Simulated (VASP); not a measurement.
A run of VASP 6.6.1:

File POSCAR:

```
PtS2
1.0
    3.5431995400      0.0000000000      0.0000000000
   -1.7715997700      3.0685008100      0.0000000000
    0.0000000000      0.0000000000     10.0776001800
Pt S
2 4
Direct
    0.0000000000      0.0000000000      0.0000000000
    0.0000000000      0.0000000000      0.5000000000
    0.3333333333      0.6666666667      0.1250000000
    0.6666666667      0.3333333333      0.3750000000
    0.3333333333      0.6666666667      0.6250000000
    0.6666666667      0.3333333333      0.8750000000
```

INCAR.step1

```
SYSTEM = PtS2
PREC     = Accurate       ! precision mode
ENCUT    = 550            ! plane-wave cutoff, eV
ISMEAR   = 0              ! smearing method
SIGMA    = 0.05           ! smearing width, eV
LREAL    = .FALSE.        ! projectors in reciprocal space
LASPH    = .TRUE.         ! aspherical terms in the spheres
NELM     = 200            ! most SCF steps
ISPIN    = 2              ! spin polarisation
MAGMOM   = 0 0 0 0 0 0    ! initial moments
LMAXMIX  = 4              ! l up to which the mixer works
LDAU     = .TRUE.         ! DFT+U
LDAUTYPE = 2            
LDAUL    = 2 -1           ! shell
LDAUU    = 2.5 0          ! U, eV
LDAUJ    = 0 0          
NBANDS   = 35             ! bands
GGA      = PE             ! functional
ALGO     = Normal         ! electronic algorithm
EDIFF    = 1E-5           ! SCF threshold, eV
LWAVE    = .TRUE.         ! write WAVECAR
LCHARG   = .FALSE.        ! write CHGCAR
GGA_COMPAT= .FALSE.
```

INCAR.step2

```
SYSTEM = PtS2
PREC     = Accurate       ! precision mode
ENCUT    = 550            ! plane-wave cutoff, eV
EDIFF    = 1E-6           ! SCF threshold, eV
ISMEAR   = 0              ! smearing method
SIGMA    = 0.05           ! smearing width, eV
LREAL    = .FALSE.        ! projectors in reciprocal space
LASPH    = .TRUE.         ! aspherical terms in the spheres
NELM     = 200            ! most SCF steps
ALGO     = Normal         ! electronic algorithm
ISIF     = 2              ! what is computed and relaxed
LWAVE    = .FALSE.        ! write WAVECAR
LCHARG   = .FALSE.        ! write CHGCAR
ISPIN    = 2              ! spin polarisation
MAGMOM   = 0 0 0 0 0 0    ! initial moments
LORBIT   = 11             ! projections on sites
LMAXMIX  = 4              ! l up to which the mixer works
LDAU     = .TRUE.         ! DFT+U
LDAUTYPE = 2            
LDAUL    = 2 -1           ! shell
LDAUU    = 2.5 0          ! U, eV
LDAUJ    = 0 0          
LDAUPRINT= 1            
METAGGA  = R2SCAN         ! meta-GGA
LMIXTAU  = .TRUE.       
NBANDS   = 35             ! bands
ISTART   = 1            
GGA_COMPAT= .FALSE.
```

The input KPOINTS:

```
regular mesh
0
G
  6 6 2
  0 0 0
```

Potentials or basis: VASP PAW PBE potentials, release 64 (Pt, S).

The run is started by

```sh
$ cat potpaw_PBE.64/Pt/POTCAR potpaw_PBE.64/S/POTCAR > POTCAR
$ cp INCAR.step1 INCAR
$ mpirun -np 1 vasp_std > vasp.out
$ cp INCAR.step2 INCAR
$ mpirun -np 1 vasp_std > vasp.out
```

Hardware: 1 thread of Oxide Virtual Turin-like Processor, on a shared host.

Problem. Estimate the wall time of this run.

Solution. Run time: 14 min on 1 thread of Oxide Virtual Turin-like Processor, on a shared host, peak memory 0.33 GiB. Counts: k points 14.
